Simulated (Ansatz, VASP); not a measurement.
## One calculation of La, two programs

File INCAR:

```
SYSTEM = La
PREC = Accurate ; ENCUT = 500
EDIFF = 1E-6 ; ISMEAR = -1
SIGMA = 0.08 ; LREAL = .False.
LASPH = .True. ; NELM = 200
ALGO = Normal ; ISIF = 2
LWAVE = .False. ; LCHARG = .True.
GGA = PE ; LELF = .True.
LVHAR = .True. ; NBANDS = 12
GGA_COMPAT = .False. ; LMAXMIX = 6
```

The input KPOINTS:

```
Automatic mesh
0
Gamma
  12 12 12
  0 0 0
```

Contents of POSCAR:

```
La
1.0
    3.1548589807      0.0000000000      0.0000000000
    0.0000000000      3.1548589807      0.0000000000
    0.0000000000      0.0000000000      3.1548589807
La
1
Direct
    0.0000000000      0.0000000000      0.0000000000
```

Input for Ansatz:

```yaml
crystal:
  lattice:
    - [3.1548589807, 0.0, 0.0]
    - [0.0, 3.1548589807, 0.0]
    - [0.0, 0.0, 3.1548589807]
  atoms:
    - { symbol: La, position: [0.0, 0.0, 0.0] }
kpoints:
  mp_grid: { grid: [12, 12, 12] }
scf:
  occupations: { method: fermi_dirac, width: 0.08 }
hamiltonian:
  xc: pbe
  pseudopotentials: { kind: paw }
output:
  forces: true
  stress: true
  eigenvalues: true
  populations: true
```

Change from the starting cell: volume scaled by 0.85, PAW files.

Alike in both runs: task single point; functional PBE; k mesh 12 × 12 × 12; occupations fermi-dirac, width 0.08 eV; no spin polarisation.

```csv
,VASP,Ansatz
version,VASP 6.6.1,Ansatz 0.2.0
potentials or method,"VASP PAW PBE potentials, release 64 (La)","PAW with Ansatz's default frozen-core files, scalar-relativistic"
plane-wave cutoff (eV),500,420
valence electrons in the cell,11,11
```

|  | VASP | Ansatz | Ansatz less VASP |
| --- | --- | --- | --- |
| pressure (GPa) | 5.0 | 4.9 | -0.05 |

With one functional, cell and mesh, what is left measures potentials, basis and numerics.

Spin-orbit coupling is off throughout.
